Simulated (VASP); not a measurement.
# P (I4_1/amd) in VASP: notebook

Runs on P. Level: PBE. Tasks: single point, relaxation of cell and atoms.

Everything below comes from runs of VASP 6.6.1. Logs are shortened: lines on timing, memory, paths and dates and some standing lists are left out, and cuts for length are marked.

### 1 The cell of the first run

It takes space group I4_1/amd (No. 141, tetragonal). Conventional cell: a = 5.676 Å, b = 5.676 Å, c = 3.930 Å, α = 90.00°, β = 90.00°, γ = 90.00°. P (site symmetry -4m2) has 4 P at 2.05 Å within 2.7 Å. P (site symmetry 2/m) has 6 P at 2.05 to 2.23 Å within 2.7 Å.

### 2 Single point, PBE

INCAR reads:

```
PREC = Accurate
ENCUT = 520
EDIFF = 1E-7
ISMEAR = 0
SIGMA = 0.1
LREAL = False
LASPH = True
NELM = 80
ALGO = Normal
ISIF = 2
LWAVE = False
LCHARG = False
GGA = PE
NBANDS = 24
```

KPOINTS reads:

```
regular mesh
0
Gamma
  6 6 6
```

POSCAR reads:

```
P
1.0
   -2.8377780300      2.8377780300      1.9649924100
    2.8377780300     -2.8377780300      1.9649924100
    2.8377780300      2.8377780300     -1.9649924100
P
6
Direct
    0.0000000000      0.0000000000      0.0000000000
    0.7500000000      0.2500000000      0.5000000000
    0.3750000000      0.6250000000      0.7500000000
    0.3750000000      0.1250000000      0.7500000000
    0.3750000000      0.6250000000      0.2500000000
    0.8750000000      0.6250000000      0.2500000000
```

Potentials or basis: VASP PAW PBE potentials, release 64 (P).

On the command line:

```bash
cat potpaw_PBE.64/P/POTCAR > POTCAR
mpirun -np 1 vasp_std > vasp.out
```

OUTCAR:

```text
PREC = Accurate
   ENCUT = 520
   EDIFF = 1E-7
   ISMEAR = 0
   LREAL = False
   LASPH = True
   NELM = 80
   ISIF = 2
   GGA = PE

 ion  position               nearest neighbor table
   1  0.000  0.000  0.000-   5 2.05   3 2.05   6 2.05   4 2.05   6 2.84   3 2.84   5 2.84   4 2.84

   2  0.750  0.250  0.500-   3 2.05   5 2.05   6 2.05   4 2.05   5 2.84   3 2.84   4 2.84   6 2.84

   3  0.375  0.625  0.750-   1 2.05   2 2.05   5 2.23   5 2.23   4 2.23   4 2.23   2 2.84   1 2.84
                             6 2.84   6 2.84
   4  0.375  0.125  0.750-   1 2.05   2 2.05   3 2.23   6 2.23   3 2.23   6 2.23   2 2.84   1 2.84
                             5 2.84   5 2.84
   5  0.375  0.625  0.250-   2 2.05   1 2.05   6 2.23   3 2.23   3 2.23   6 2.23   2 2.84   1 2.84
                             4 2.84   4 2.84
   6  0.875  0.625  0.250-   1 2.05   2 2.05   4 2.23   5 2.23   5 2.23   4 2.23   1 2.84   2 2.84
                             3 2.84   3 2.84

  LATTYP: Found a body centered tetragonal cell.
 ALAT       =     5.6755560600
 C/A-ratio  =     0.6924404901

  Lattice vectors:

 A1 = (  -2.8377780300,   2.8377780300,   1.9649924100)
 A2 = (   2.8377780300,  -2.8377780300,   1.9649924100)
 A3 = (   2.8377780300,   2.8377780300,  -1.9649924100)

Analysis of symmetry for initial positions (statically):
=====================================================================
 Subroutine PRICEL returns:
 Original cell was already a primitive cell.

 Routine SETGRP: Setting up the symmetry group for a
 body centered tetragonal supercell.

 Subroutine GETGRP returns: Found 16 space group operations
 (whereof  8 operations were pure point group operations)
 out of a pool of 16 trial point group operations.

The static configuration has the point symmetry D_2d.
 The point group associated with its full space group is D_4h.

Analysis of symmetry for dynamics (positions and initial velocities):
=====================================================================
 Subroutine PRICEL returns:
 Original cell was already a primitive cell.

 Routine SETGRP: Setting up the symmetry group for a
 body centered tetragonal supercell.

 Subroutine GETGRP returns: Found 16 space group operations
 (whereof  8 operations were pure point group operations)
 out of a pool of 16 trial point group operations.

The dynamic configuration has the point symmetry D_2d.
 The point group associated with its full space group is D_4h.

 Subroutine INISYM returns: Found 16 space group operations
 (whereof  8 operations are pure point group operations),
 and found     1 'primitive' translations

----------------------------------------------------------------------------------------

                                     Primitive cell

  volume of cell :      63.2962

  direct lattice vectors                    reciprocal lattice vectors
    -2.837778030  2.837778030  1.964992410     0.000000000  0.176194190  0.254453909
     2.837778030 -2.837778030  1.964992410     0.176194190  0.000000000  0.254453909
     2.837778030  2.837778030 -1.964992410     0.176194190  0.176194190  0.000000000

  length of vectors
     4.468463211  4.468463211  4.468463211     0.309501509  0.309501509  0.249176212

  position of ions in fractional coordinates (direct lattice)
     0.000000000  0.000000000  0.000000000
     0.750000000  0.250000000  0.500000000
     0.375000000  0.625000000  0.750000000
     0.375000000  0.125000000  0.750000000
     0.375000000  0.625000000  0.250000000
     0.875000000  0.625000000  0.250000000

  ion indices of the primitive-cell ions
   primitive index   ion index
                 1           1
                 2           2
                 3           3
                 4           4
                 5           5
                 6           6

----------------------------------------------------------------------------------------

 KPOINTS: regular mesh

Automatic generation of k-mesh.
 Grid dimensions read from file:
 generate k-points for:    6    6    6

 Generating k-lattice:

  Cartesian coordinates                     Fractional coordinates (reciprocal lattice)
     0.000000000  0.029365698  0.042408985     0.166666667  0.000000000  0.000000000
     0.029365698  0.000000000  0.042408985     0.000000000  0.166666667  0.000000000
     0.029365698  0.029365698  0.000000000     0.000000000  0.000000000  0.166666667

  Length of vectors
     0.051583585  0.051583585  0.041529369

  Shift w.r.t. Gamma in fractional coordinates (k-lattice)
     0.000000000  0.000000000  0.000000000

 Subroutine IBZKPT returns following result:
 ===========================================

 Found     30 irreducible k-points:

 Following reciprocal coordinates:
            Coordinates               Weight
  0.000000  0.000000  0.000000      1.000000
  0.166667  0.000000  0.000000      8.000000
  0.333333  0.000000 -0.000000      8.000000
  0.500000  0.000000  0.000000      4.000000
  0.166667  0.166667  0.000000      8.000000
  0.333333  0.166667 -0.000000     16.000000
[... 16 lines left out ...]
 -0.333333 -0.333333  0.166667      8.000000
 -0.166667 -0.333333  0.166667      8.000000
 [... further k-points ...]
   k-points           NKPTS =     30   k-points in BZ     NKDIM =     30   number of bands    NBANDS=     24
   number of dos      NEDOS =    301   number of ions     NIONS =      6
   total plane-waves  NPLWV =  46656
   dimension x,y,z NGX =    36 NGY =   36 NGZ =   36
   dimension x,y,z NGXF=    72 NGYF=   72 NGZF=   72
   ions per type =               6
   NGX,Y,Z   is equivalent  to a cutoff of  13.39, 13.39, 13.39 a.u.
   NGXF,Y,Z  is equivalent  to a cutoff of  26.79, 26.79, 26.79 a.u.
 SYSTEM =  unknown system
   PREC   = accura    normal or accurate (medium, high low for compatibility)
   ISTART =      0    job   : 0-new  1-cont  2-samecut
   ICHARG =      2    charge: 1-file 2-atom 10-const
   ISPIN  =      1    spin polarized calculation?
   LNONCOLLINEAR =      F non collinear calculations
   LSORBIT =      F    spin-orbit coupling
   LASPH  =      T    aspherical Exc in radial PAW
   ENCUT  =  520.0 eV  38.22 Ry    6.18 a.u.   8.31  8.31  8.31*2*pi/ulx,y,z
   NELM   =     80;   NELMIN=  2; NELMDL= -5     # of ELM steps
   EDIFF  = 0.1E-06   stopping-criterion for ELM
   LREAL  =      F    real-space projection
   EDIFFG = 0.1E-05   stopping-criterion for IOM
   NSW    =      0    number of steps for IOM
   IBRION =     -1    ionic relax: 0-MD 1-quasi-New 2-CG
   NFREE  =      0    steps in history (QN), initial steepest desc. (CG)
   ISIF   =      2    stress and relaxation
   ISYM   =      2    0-nonsym 1-usesym 2-fastsym
   POTIM  = 0.5000    time-step for ionic-motion
   TEBEG  =    0.0;   TEEND  =   0.0 temperature during run
   PSTRESS=    0.0 pullay stress
   NELECT =      30.0000    total number of electrons
   NUPDOWN=      -1.0000    fix difference up-down
   EMIN   =  10.00;   EMAX   =-10.00  energy-range for DOS
   EFERMI =   0.00;   METHOD = LEGACY
   ISMEAR =     0;   SIGMA  =   0.10  broadening in eV -4-tet -1-fermi 0-gaus
   EFERMI_NEDOS =   21; number of points for ismear=-14 and -15
   IALGO  =     38    algorithm
   IMIX   =      4    mixing-type and parameters
     AMIX     =   0.40;   BMIX     =  1.00
     AMIX_MAG =   1.60;   BMIX_MAG =  1.00
  volume/ion in A,a.u.               =      10.55        71.19
  Fermi-wavevector in a.u.,A,eV,Ry     =   1.276407  2.412060 22.166831  1.629216
  Thomas-Fermi vector in A             =   2.409065
   LORBIT       =      0    0 simple, 1 ext, 2 COOP (PROOUT), +10 PAW based schemes
   GGA     = PE    functional components
   LHFCALC =     F    Hartree Fock is set to
   AEXX    =    0.0000 exact exchange contribution
   IVDW    =     0    specifies the selected vdW correction
   LEPSILON=     F    determine dielectric tensor
   LRPA    =     F    only Hartree local field effects (RPA)
 non-spin polarized calculation
 Gauss-broadening in eV      SIGMA  =   0.10
  energy-cutoff  :      520.00
  volume of cell :       63.30
 maximum number of plane-waves:      1729
 NGX is ok and might be reduce to    36
   NGX = 17   NGY = 17   NGZ = 17

 number of electron      29.9999994 magnetization

 Free energy of the ion-electron system (eV)
  ---------------------------------------------------
  ext. energy  EPLUGINS =         0.00000000
  ---------------------------------------------------
  free energy    TOTEN  =       -25.10165968 eV

  energy without entropy =      -25.09739674  energy(sigma->0) =      -25.09952821

 E-fermi :  14.8809     XC(G=0): -12.7092

 val. band max:       14.8668279438   @ k =   0.3333   0.0000  -0.0000
 cond. band min:      15.0580065944   @ k =   0.3333   0.3333  -0.0000
 fundamental gap:      0.1911786506
 Fermi energy:        14.8809184596

 k-point     1 :       0.0000    0.0000    0.0000
  band No.  band energies     occupation
      1      -5.7298      2.00000
      2       0.9574      2.00000
      3       2.5106      2.00000
      4       2.5106      2.00000
      5       5.3366      2.00000
      6       5.7700      2.00000
[... 16 lines left out ...]
     23      23.0306      0.00000
     24      23.9619      0.00000

 k-point     2 :       0.1667    0.0000    0.0000
  band No.  band energies     occupation
      1      -5.3662      2.00000
      2       0.5076      2.00000
      3       2.2761      2.00000
      4       2.8247      2.00000
      5       3.7221      2.00000
      6       3.9223      2.00000
[... 16 lines left out ...]
     23      22.9858      0.00000
     24      23.2130      0.00000

 k-point     3 :       0.3333    0.0000   -0.0000
  band No.  band energies     occupation
      1      -4.2931      2.00000
      2      -0.1891      2.00000
      3       0.6117      2.00000
      4       1.9668      2.00000
      5       2.0192      2.00000
      6       4.9433      2.00000
[... 16 lines left out ...]
     23      21.7018      0.00000
     24      22.9445      0.00000
[... 514 lines left out ...]
 k-point    23 :      -0.3333   -0.3333    0.1667
  band No.  band energies     occupation
      1      -2.3723      2.00000
      2      -1.9192      2.00000
      3      -0.9472      2.00000
      4       1.4688      2.00000
      5       1.6534      2.00000
      6       3.9106      2.00000
[... 16 lines left out ...]
     23      20.7307      0.00000
     24      21.4775      0.00000

 k-point    24 :      -0.1667   -0.3333    0.1667
  band No.  band energies     occupation
      1      -3.4618      2.00000
      2      -0.7163      2.00000
      3       0.0164      2.00000
      4       1.7540      2.00000
      5       2.0217      2.00000
      6       3.1773      2.00000
[... 16 lines left out ...]
     23      19.9924      0.00000
     24      20.9642      0.00000

 [... further k-points ...]
[... 5 lines left out ...]
  --------------------------------------------------------------------------------------
  -------------------------------------------------------------------------------------
  Total       28.1283950     28.1283950     45.3605579      0.0000000      0.0000000      0.0000000
  in kB      711.9964406    711.9964406   1148.1833817      0.0000000      0.0000000      0.0000000
  external PRESSURE =     857.3920876 kB  Pullay stress =       0.0000000 kB

 VOLUME and BASIS-vectors are now :
 -----------------------------------------------------------------------------
  energy-cutoff  :      520.00
  volume of cell :       63.30
      direct lattice vectors                 reciprocal lattice vectors
    -2.837778030  2.837778030  1.964992410     0.000000000  0.176194190  0.254453909
     2.837778030 -2.837778030  1.964992410     0.176194190  0.000000000  0.254453909
     2.837778030  2.837778030 -1.964992410     0.176194190  0.176194190  0.000000000

 POSITION                                       TOTAL-FORCE (eV/Angst)
 -----------------------------------------------------------------------------------
      0.00000      0.00000      0.00000        -0.000000      0.000000      0.000000
     -0.00000      2.83778      0.98250         0.000000     -0.000000     -0.000000
      2.83778      1.41889      0.49125         0.000000      0.000000     -0.000000
      1.41889      2.83778     -0.49125         0.000000      0.000000     -0.000000
      1.41889      0.00000      1.47374         0.000000      0.000000     -0.000000
     -0.00000      1.41889      2.45624         0.000000      0.000000     -0.000000
 -----------------------------------------------------------------------------------
    total drift:                               -0.000000      0.000000      0.000000

  FREE ENERGIE OF THE ION-ELECTRON SYSTEM (eV)
  ---------------------------------------------------
  free  energy   TOTEN  =       -25.1016596811 eV

  energy  without entropy=      -25.0973967372  energy(sigma->0) =      -25.09952821
```

It took 29 s on 1 thread of AMD EPYC 9R45 (Zen 5), shared host; peak memory 0.17 GiB.

What came out:

- Free energy: -25.1017 eV
- Pressure: 85.7 GPa
- Band gap on the k mesh: zero (band 15 reaches 15.53 eV, above the bottom of band 16 at 13.67 eV)

Levels at points of the mesh, in eV from the Fermi level:
```tsv
k point	band 12	band 13	band 14	band 15	band 16	band 17	band 18	band 19
(0.00, 0.00, 0.00)	-5.13	-5.13	-4.12	-4.12	-0.93	-0.47	5.84	5.84
(0.50, 0.00, 0.00)	-2.78	-2.25	-2.02	0.37	0.67	1.76	3.47	3.80
(0.50, 0.50, 0.00)	-2.72	-2.05	-2.05	-1.01	-1.01	0.27	0.27	2.32
(0.50, 0.50, 0.50)	-2.16	-1.98	-1.98	-0.88	-0.88	0.64	0.64	2.28
```

### 3 Single point, PBE

This run uses another cell than the first one, of 15.22 Å³/atom, 1.443 times its volume.

INCAR reads:

```
ALGO = Normal ; EDIFF = 1E-7
ENCUT = 520 ; GGA = PE
ISIF = 2 ; ISMEAR = 0
LASPH = True ; LCHARG = False
LREAL = False ; LWAVE = False
NBANDS = 24 ; NELM = 60
PREC = Accurate ; SIGMA = 0.1
```

KPOINTS reads:

```
k-points
0
Gamma
  6 6 6
```

Changes to POSCAR since step 2:

```diff
@@ -2,5 +2,5 @@
 1.0
-   -2.8377780300      2.8377780300      1.9649924100
-    2.8377780300     -2.8377780300      1.9649924100
-    2.8377780300      2.8377780300     -1.9649924100
+   -3.1254717422      3.1254717422      2.3373080545
+    3.1254717422     -3.1254717422      2.3373080545
+    3.1254717422      3.1254717422     -2.3373080545
 P
```

Potentials or basis: VASP PAW PBE potentials, release 64 (P).

On the command line:

```bash
cat potpaw_PBE.64/P/POTCAR > POTCAR
mpirun -np 1 vasp_std > vasp.out
```

It took 40 s on 1 thread of AMD EPYC 9R45 (Zen 5), shared host; peak memory 0.21 GiB.

The run converged. Its results:

```yaml
Free_energy: -30.8255 eV
Pressure: -0.3 GPa
Band_gap_on_the_k_mesh: zero (band 15 reaches 9.41 eV, above the bottom of band 16 at 7.76 eV)
```

Levels at points of the mesh, in eV from the Fermi level:
| k point | band 13 | band 14 | band 15 | band 16 | band 17 | band 18 |
| --- | --- | --- | --- | --- | --- | --- |
| (0.00, 0.00, 0.00) | -3.18 | -2.81 | -2.81 | 0.31 | 2.15 | 4.59 |
| (0.50, 0.00, 0.00) | -1.50 | -1.04 | -0.76 | 0.80 | 1.45 | 1.88 |
| (0.50, 0.50, 0.00) | -1.26 | -1.26 | -1.22 | -1.22 | 0.58 | 0.58 |
| (0.50, 0.50, 0.50) | -1.35 | -1.35 | -0.72 | -0.72 | 0.85 | 0.85 |

[end of part 1 of 2]
